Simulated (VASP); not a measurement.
# TaAl5 (P-62m) in VASP: notebook, part 2 of 2

VASP 6.6.1. Earlier steps stand in the parts before.

## (3) Relaxation of cell and atoms, PBE

This run uses another cell than the first one, of 16.44 Å³/atom, 0.899 times its volume.

INCAR

```
PREC     = Accurate       # precision mode
ENCUT    = 600            # plane-wave cutoff, eV
EDIFF    = 1E-7           # SCF threshold, eV
ISMEAR   = 0              # smearing method
SIGMA    = 0.1            # smearing width, eV
LREAL    = False          # projectors in reciprocal space
LASPH    = True           # aspherical terms in the spheres
NELM     = 60             # most SCF steps
ALGO     = Fast           # electronic algorithm
ISIF     = 3              # what is computed and relaxed
LWAVE    = False          # write WAVECAR
LCHARG   = False          # write CHGCAR
GGA      = PE             # functional
IBRION   = 2              # ionic algorithm
NSW      = 100            # ionic steps
EDIFFG   = -0.01          # ionic threshold
```

KPOINTS

```
regular mesh
0
Gamma
  12 12 8
```

POSCAR

```
TaAl5
1.0
    5.0290940903      0.0000000000      0.0000000000
   -2.5145470451      4.3553232402      0.0000000000
    0.0000000000      0.0000000000      4.5035256266
Ta Al
1 5
Direct
    0.0000000000      0.0000000000      0.0000000000
    0.3319844075      0.0000000000      0.5000000000
    0.6680155925      0.6680155925      0.5000000000
    0.0000000000      0.3319844075      0.5000000000
    0.3333333333      0.6666666667      0.0000000000
    0.6666666667      0.3333333333      0.0000000000
```

Potentials or basis: VASP PAW PBE potentials, release 64 (Ta_pv, Al).

Command:

```
> cat potpaw_PBE.64/Ta_pv/POTCAR potpaw_PBE.64/Al/POTCAR > POTCAR
> mpirun -np 1 vasp_std > vasp.out
```

OUTCAR:

```text
PREC = Accurate
   ENCUT = 600
   EDIFF = 1E-7
   ISMEAR = 0
   LREAL = False
   LASPH = True
   NELM = 60
   ISIF = 3
   GGA = PE
   IBRION = 2
   NSW = 100
   EDIFFG = -0.01

 ion  position               nearest neighbor table
   1  0.000  0.000  0.000-   4 2.80   4 2.80   2 2.80   2 2.80   3 2.80   3 2.80   6 2.90   5 2.90
                             5 2.90   6 2.90   6 2.90   5 2.90
   2  0.332  0.000  0.500-   1 2.80   1 2.80   5 2.81   5 2.81   6 2.81   6 2.81   4 2.89   3 2.89
                             3 2.91   4 2.91   3 2.91   4 2.91
   3  0.668  0.668  0.500-   1 2.80   1 2.80   6 2.81   6 2.81   5 2.81   5 2.81   4 2.89   2 2.89
                             4 2.91   2 2.91   2 2.91   4 2.91
   4  0.000  0.332  0.500-   1 2.80   1 2.80   6 2.81   6 2.81   5 2.81   5 2.81   2 2.89   3 2.89
                             3 2.91   2 2.91   2 2.91   3 2.91
   5  0.333  0.667  0.000-   2 2.81   2 2.81   4 2.81   4 2.81   3 2.81   3 2.81   1 2.90   6 2.90
                             6 2.90   1 2.90   1 2.90   6 2.90
   6  0.667  0.333  0.000-   4 2.81   4 2.81   2 2.81   2 2.81   3 2.81   3 2.81   1 2.90   5 2.90
                             5 2.90   1 2.90   1 2.90   5 2.90

  LATTYP: Found a hexagonal cell.
 ALAT       =     5.0290940903
 C/A-ratio  =     0.8954944063

  Lattice vectors:

 A1 = (   5.0290940903,   0.0000000000,   0.0000000000)
 A2 = (  -2.5145470451,   4.3553232402,   0.0000000000)
 A3 = (   0.0000000000,   0.0000000000,   4.5035256266)

Analysis of symmetry for initial positions (statically):
=====================================================================
 Subroutine PRICEL returns:
 Original cell was already a primitive cell.

 Routine SETGRP: Setting up the symmetry group for a
 hexagonal supercell.

 Subroutine GETGRP returns: Found 12 space group operations
 (whereof 12 operations were pure point group operations)
 out of a pool of 24 trial point group operations.

The static configuration has the point symmetry D_3h.

Analysis of symmetry for dynamics (positions and initial velocities):
=====================================================================
 Subroutine PRICEL returns:
 Original cell was already a primitive cell.

 Routine SETGRP: Setting up the symmetry group for a
 hexagonal supercell.

 Subroutine GETGRP returns: Found 12 space group operations
 (whereof 12 operations were pure point group operations)
 out of a pool of 24 trial point group operations.

The dynamic configuration has the point symmetry D_3h.

 Subroutine INISYM returns: Found 12 space group operations
 (whereof 12 operations are pure point group operations),
 and found     1 'primitive' translations

----------------------------------------------------------------------------------------

                                     Primitive cell

  volume of cell :      98.6422

  direct lattice vectors                    reciprocal lattice vectors
     5.029094090  0.000000000  0.000000000     0.198842969  0.114802042  0.000000000
    -2.514547045  4.355323240  0.000000000     0.000000000  0.229604083  0.000000000
     0.000000000  0.000000000  4.503525627     0.000000000  0.000000000  0.222048254

  length of vectors
[... 73 lines left out ...]
   number of dos      NEDOS =    301   number of ions     NIONS =      6
   total plane-waves  NPLWV =  57600
   dimension x,y,z NGX =    40 NGY =   40 NGZ =   36
   dimension x,y,z NGXF=    80 NGYF=   80 NGZF=   72
   ions per type =               1   5
   NGX,Y,Z   is equivalent  to a cutoff of  13.22, 13.22, 13.29 a.u.
   NGXF,Y,Z  is equivalent  to a cutoff of  26.45, 26.45, 26.58 a.u.
 SYSTEM =  unknown system
   PREC   = accura    normal or accurate (medium, high low for compatibility)
   ISTART =      0    job   : 0-new  1-cont  2-samecut
   ICHARG =      2    charge: 1-file 2-atom 10-const
   ISPIN  =      1    spin polarized calculation?
   LNONCOLLINEAR =      F non collinear calculations
   LSORBIT =      F    spin-orbit coupling
   LASPH  =      T    aspherical Exc in radial PAW
   ENCUT  =  600.0 eV  44.10 Ry    6.64 a.u.  10.04 10.04  8.99*2*pi/ulx,y,z
   NELM   =     60;   NELMIN=  2; NELMDL= -5     # of ELM steps
   EDIFF  = 0.1E-06   stopping-criterion for ELM
   LREAL  =      F    real-space projection
   EDIFFG = -.1E-01   stopping-criterion for IOM
   NSW    =    100    number of steps for IOM
   IBRION =      2    ionic relax: 0-MD 1-quasi-New 2-CG
   NFREE  =      1    steps in history (QN), initial steepest desc. (CG)
   ISIF   =      3    stress and relaxation
   ISYM   =      2    0-nonsym 1-usesym 2-fastsym
   POTIM  = 0.5000    time-step for ionic-motion
   TEBEG  =    0.0;   TEEND  =   0.0 temperature during run
   PSTRESS=    0.0 pullay stress
   NELECT =      26.0000    total number of electrons
   NUPDOWN=      -1.0000    fix difference up-down
   EMIN   =  10.00;   EMAX   =-10.00  energy-range for DOS
   EFERMI =   0.00;   METHOD = LEGACY
   ISMEAR =     0;   SIGMA  =   0.10  broadening in eV -4-tet -1-fermi 0-gaus
   EFERMI_NEDOS =   21; number of points for ismear=-14 and -15
   IALGO  =     68    algorithm
   IMIX   =      4    mixing-type and parameters
     AMIX     =   0.40;   BMIX     =  1.00
     AMIX_MAG =   1.60;   BMIX_MAG =  1.00
  volume/ion in A,a.u.               =      16.44       110.95
  Fermi-wavevector in a.u.,A,eV,Ry     =   1.049651  1.983553 14.990459  1.101768
  Thomas-Fermi vector in A             =   2.184623
   LORBIT       =      0    0 simple, 1 ext, 2 COOP (PROOUT), +10 PAW based schemes
   GGA     = PE    functional components
   LHFCALC =     F    Hartree Fock is set to
   AEXX    =    0.0000 exact exchange contribution
   IVDW    =     0    specifies the selected vdW correction
   LEPSILON=     F    determine dielectric tensor
   LRPA    =     F    only Hartree local field effects (RPA)
 conjugate gradient relaxation of ions
 non-spin polarized calculation
 RMM-DIIS sequential band-by-band and
 Gauss-broadening in eV      SIGMA  =   0.10
  energy-cutoff  :      600.00
  volume of cell :       98.64
 maximum number of plane-waves:      3316
   NGX = 21   NGY = 21   NGZ = 17

--------------------------------------- Ionic step        1  -------------------------------------------

 number of electron      25.9999998 magnetization

 Free energy of the ion-electron system (eV)
  ---------------------------------------------------
  ext. energy  EPLUGINS =         0.00000000
  ---------------------------------------------------
  free energy    TOTEN  =       -30.55965803 eV

  energy without entropy =      -30.53413392  energy(sigma->0) =      -30.54689597

------------------------ aborting loop because EDIFF is reached ----------------------------------------

  FORCE on cell =-STRESS in cart. coord.  units (eV):
  Direction    XX          YY          ZZ          XY          YZ          ZX
  --------------------------------------------------------------------------------------
  -------------------------------------------------------------------------------------
  Total       -0.1722031     -0.1722031      0.3633862     -0.0000000     -0.0000000      0.0000000
  in kB       -2.7969768     -2.7969768      5.9022309     -0.0000000     -0.0000000      0.0000000
  external PRESSURE =       0.1027591 kB  Pullay stress =       0.0000000 kB
[... 227 lines left out ...]
--------------------------------------- Ionic step        7  -------------------------------------------

 number of electron      25.9999998 magnetization

 Free energy of the ion-electron system (eV)
  ---------------------------------------------------
  ext. energy  EPLUGINS =         0.00000000
  ---------------------------------------------------
  free energy    TOTEN  =       -30.56396176 eV

  energy without entropy =      -30.53373320  energy(sigma->0) =      -30.54884748

 E-fermi :   7.4710     XC(G=0): -10.7027

 val. band max:        7.4663245884   @ k =   0.3333  -0.0000   0.5000
 cond. band min:       7.4733502204   @ k =   0.4167  -0.0000   0.2500
 fundamental gap:      0.0070256319
 Fermi energy:         7.4709801409

 k-point     1 :       0.0000    0.0000    0.0000
  band No.  band energies     occupation
      1     -26.5015      2.00000
      2     -26.3237      2.00000
      3     -26.3237      2.00000
      4      -3.0826      2.00000
      5       2.7821      2.00000
      6       3.5976      2.00000
[... 457 lines left out ...]
      4      -2.0388      2.00000
      5       0.5297      2.00000
      6       2.4320      2.00000
[... 9 lines left out ...]
     16       9.3074      0.00000
     17      10.0337      0.00000

 [... further k-points ...]

------------------------ aborting loop because EDIFF is reached ----------------------------------------

  FORCE on cell =-STRESS in cart. coord.  units (eV):
  Direction    XX          YY          ZZ          XY          YZ          ZX
  --------------------------------------------------------------------------------------
  -------------------------------------------------------------------------------------
  Total        0.0082043      0.0082043      0.0145611      0.0000000     -0.0000000      0.0000000
  in kB        0.1331952      0.1331952      0.2363984      0.0000000     -0.0000000      0.0000000
  external PRESSURE =       0.1675963 kB  Pullay stress =       0.0000000 kB
[... 21 lines left out ...]
  FREE ENERGIE OF THE ION-ELECTRON SYSTEM (eV)
  ---------------------------------------------------
  free  energy   TOTEN  =       -30.5639617583 eV

  energy  without entropy=      -30.5337332003  energy(sigma->0) =      -30.54884748

 reached required accuracy - stopping structural energy minimisation
```

Run time: 4.7 min. Hardware: 1 thread of Intel Xeon 6975P-C (Granite Rapids), shared host; peak memory 0.38 GiB.

Results:

```
Free energy                            : -30.5640 eV
Relaxed volume                         : 16.45 Å³/atom
Relaxed cell                           : a = 4.993 Å, b = 4.993 Å, c = 4.571 Å, α = 90.00°, β = 90.00°, γ = 120.00°
Space group after relaxing (to 0.05 Å) : P-62m (No. 189)
Energy gained by relaxing              : 0.7 meV/atom
Ionic steps                            : 7
Pressure after relaxing                : 0.0 GPa
Band gap on the k mesh                 : zero (band 13 reaches 7.62 eV, above the bottom of band 14 at 6.61 eV)
```

The path:
```
step  energy change (eV)  largest force (eV/Å)  pressure (GPa)  volume (Å³)
   1              0.0000                0.0178            0.01        98.64
   2             -0.0014                0.0228            0.01        98.66
   3             -0.0037                0.0384           -0.06        98.69
   4             -0.0038                0.0433           -0.07        98.70
   5             -0.0041                0.0169            0.16        98.52
   6             -0.0041                0.0167            0.16        98.52
   7             -0.0043                0.0011            0.02        98.69
```

Final structure:
```
Ta Al
1.0
     4.99281    0.00000    0.00000
    -2.49641    4.32390    0.00000
     0.00000    0.00000    4.57131
Ta Al
1 5
Direct
  0.00000 0.00000 0.00000
  0.32970 0.00000 0.50000
  0.67030 0.67030 0.50000
  0.00000 0.32970 0.50000
  0.33333 0.66667 0.00000
  0.66667 0.33333 0.00000
```

Levels at points of the mesh, in eV from the Fermi level:
| k point | band 11 | band 12 | band 13 | band 14 | band 15 | band 16 |
| --- | --- | --- | --- | --- | --- | --- |
| (0.00, 0.00, 0.00) | -1.93 | -1.93 | -0.51 | -0.51 | 2.07 | 2.07 |
| (0.50, 0.00, 0.00) | -1.37 | -0.94 | -0.46 | -0.07 | 2.00 | 2.43 |
| (0.00, 0.00, 0.50) | -1.49 | -1.16 | -1.16 | -0.86 | -0.50 | 0.55 |
| (0.50, 0.00, 0.50) | -2.19 | -0.20 | 0.14 | 0.77 | 2.14 | 3.46 |

Caveat: spin-orbit coupling is left out, which moves the levels of the heavy elements.
